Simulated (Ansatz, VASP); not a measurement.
**Re: VASP beside Ansatz**

```
Re
1.0
     2.75933    0.00000    0.00000
    -1.37967    2.38965    0.00000
     0.00000    0.00000    4.45926
Re
2
Cartesian
  0.0000 1.5931 1.1148
  1.3797 0.7966 3.3444
```

Alike in both runs: functional r2SCAN; k mesh 20 × 20 × 12; occupations fermi-dirac, width 0.1 eV; no spin polarisation.

Ansatz relaxed the structure, and its values are those at the end. VASP's run is a single point on that final structure, the one shown.

```csv
,VASP,Ansatz
version,VASP 6.6.1,Ansatz 0.2.0
potentials or method,"VASP PAW PBE potentials, release 64 (Re)","PAW with Ansatz's default frozen-core files, scalar-relativistic"
plane-wave cutoff (eV),520,500
valence electrons in the cell,14,30
```

Ansatz gave:

| Item | Value |
| --- | --- |
| pressure (GPa) | 0.0 |

Task: Which values does VASP return?

Result: Pressure (GPa): 0.1.

VASP's potentials were made for PBE, not for r2SCAN. VASP's potentials hold 14 valence electrons a cell and Ansatz's 30, so a difference there can come from the potentials and not from the codes.

Neither program's run includes spin-orbit coupling.
